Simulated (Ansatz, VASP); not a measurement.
## Two plane-wave programs on AlNi

INCAR

```
ALGO = Normal
EDIFF = 1E-7
ENCUT = 520
GGA = PS
ISIF = 2
ISMEAR = 0
LASPH = T
LCHARG = F
LREAL = F
LWAVE = F
NBANDS = 14
NELM = 80
PREC = Accurate
SIGMA = 0.15
```

KPOINTS

```
k-points
0
Gamma
  16 16 16
```

Contents of POSCAR:

```
AlNi
1.0
    2.7657600000      0.0000000000      0.0000000000
    0.0000000000      2.7657600000      0.0000000000
    0.0000000000      0.0000000000      2.6505200000
Al Ni
1 1
Direct
    0.0000000000      0.0000000000      0.0000000000
    0.5000000000      0.5000000000      0.5000000000
```

Input for Ansatz:

```yaml
crystal:
  lattice:
    - [2.76576, 0.0, 0.0]
    - [0.0, 2.76576, 0.0]
    - [0.0, 0.0, 2.65052]
  atoms:
    - { symbol: Al, position: [0.0, 0.0, 0.0] }
    - { symbol: Ni, position: [0.5, 0.5, 0.5] }
basis:
  ecutwfc: 420
kpoints:
  mp_grid: { grid: [16, 16, 16] }
hamiltonian:
  xc: pbesol
scf:
  occupations: { method: gaussian, width: 0.15 }
output:
  forces: true
  stress: true
  eigenvalues: true
```

Change from the starting cell: strain -0.040 along x and y, -0.080 along z, atoms carried along.

Alike in both runs: task single point; functional PBEsol; k mesh 16 × 16 × 16; occupations gaussian, width 0.15 eV; no spin polarisation.

```csv
,VASP,Ansatz
version,VASP 6.6.1,Ansatz 0.2.0
potentials or method,"VASP PAW PBE potentials, release 64 (Al, Ni), cutoff 520 eV","scalar-relativistic, plane waves, PAW"
valence electrons in the cell,13,21
```

```tsv
	VASP	Ansatz	Ansatz less VASP
gap on the k mesh at the Fermi level (eV)	none	none	-
pressure (GPa)	34.7	34.6	-0.13
traceless stress, the component that is largest in VASP (GPa)	4.21	4.12	-0.092
```

VASP's potentials were made for PBE, not for PBEsol. A gap of «none» marks a metal or a gap that the smearing closes. Both programs put the cell under a high pressure, so it lies far from rest at this level. VASP's potentials hold 13 valence electrons a cell and Ansatz's 21, so a difference there can come from the potentials and not from the codes.
